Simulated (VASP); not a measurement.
Wanted: the native input for a VASP 6.6.1 run.

| Item | Value |
| --- | --- |
| Task | single point |
| Functional | PBE |
| Potentials or basis | VASP PAW PBE potentials, release 64 (Si, O) |
| Cutoff | 520 eV |
| k mesh | 6 × 6 × 8 |
| Occupations | gaussian, width 0.05 eV |
| Spin | no spin polarisation |
| Dipole correction | no |
| Further INCAR settings | ALGO = Normal; EDIFF = 1e-06; NBANDS = 25 |

The structure of SiO2 lies in POSCAR:

```
SiO2
1.0
    4.4055611957      0.0000000000      0.0000000000
    0.0000000000      4.4055611957      0.0000000000
    0.0000000000      0.0000000000      2.4752398578
Si O
2 4
Direct
    0.5000000000      0.5000000000      0.5000000000
    0.0000000000      0.0000000000      0.0000000000
    0.6930152167      0.6930152167      0.0000000000
    0.1930152167      0.8069847833      0.5000000000
    0.3069847833      0.3069847833      0.0000000000
    0.8069847833      0.1930152167      0.5000000000
```

This cell differs from its parent crystal: strain +0.040 along x and y, -0.080 along z.

These files were run (other wordings do the same):

INCAR

```
PREC = Accurate
ENCUT = 520
EDIFF = 1E-6
ISMEAR = 0
SIGMA = 0.05
LREAL = False
LASPH = True
NELM = 100
ALGO = Normal
ISIF = 2
LWAVE = False
LCHARG = False
GGA = PE
NBANDS = 25
```

KPOINTS

```
regular mesh
0
Gamma
  6 6 8
```

Potentials or basis: VASP PAW PBE potentials, release 64 (Si, O).

The run is started by

```sh
$ cat potpaw_PBE.64/Si/POTCAR potpaw_PBE.64/O/POTCAR > POTCAR
$ mpirun -np 1 vasp_std > vasp.out
```

It gave:

```json
{
 "Pressure": "11.1 GPa",
 "Largest force": "0.829 eV/Å",
 "Band gap on the k mesh": "5.33 eV, direct"
}
```

Caveat: the cell differs from its parent crystal (strain +0.040 along x and y, -0.080 along z).

Wall time 27 s on 1 thread of Intel(R) Xeon(R) 6975P-C (Granite Rapids) (shared host), peak memory 0.17 GiB.
